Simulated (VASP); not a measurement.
A run of VASP 6.6.1:

File INCAR:

```
SYSTEM = HfO2
PREC = Accurate ; ENCUT = 520
EDIFF = 1E-6 ; ISMEAR = 0
SIGMA = 0.02 ; LREAL = .FALSE.
LASPH = .TRUE. ; NELM = 100
ALGO = Normal ; ISIF = 2
LWAVE = .FALSE. ; LCHARG = .FALSE.
GGA = PE ; NBANDS = 31
```

File KPOINTS:

```
Automatic mesh
0
G
  8 8 8
  0 0 0
```

File POSCAR:

```
HfO2
1.0
   -2.0092942000      2.0092942000      5.3227094000
    2.0092942000     -2.0092942000      5.3227094000
    2.0092942000      2.0092942000     -5.3227094000
Hf O
2 4
Direct
    0.0000000000      0.0000000000      0.0000000000
    0.7500000000      0.2500000000      0.5000000000
    0.7982900000      0.7982900000      0.0000000000
    0.9517100000      0.4517100000      0.5000000000
    0.5482900000      0.0482900000      0.5000000000
    0.2017100000      0.2017100000      0.0000000000
```

Potentials or basis: VASP PAW PBE potentials, release 64 (Hf_pv, O).

Launch:

```bash
$ cat potpaw_PBE.64/Hf_pv/POTCAR potpaw_PBE.64/O/POTCAR > POTCAR
$ mpirun -np 1 vasp_std > vasp.out
```

Hardware: 1 thread of Intel(R) Xeon(R) Platinum 8259CL CPU @ 2.50GHz (Skylake/Cascade Lake), on a shared host.

Problem. How long does it take, and how much memory?

Solution. Run time: 4.7 min on 1 thread of Intel(R) Xeon(R) Platinum 8259CL CPU @ 2.50GHz (Skylake/Cascade Lake) (shared host), peak memory 0.39 GiB. Counts: scf iterations 14, k points 59.
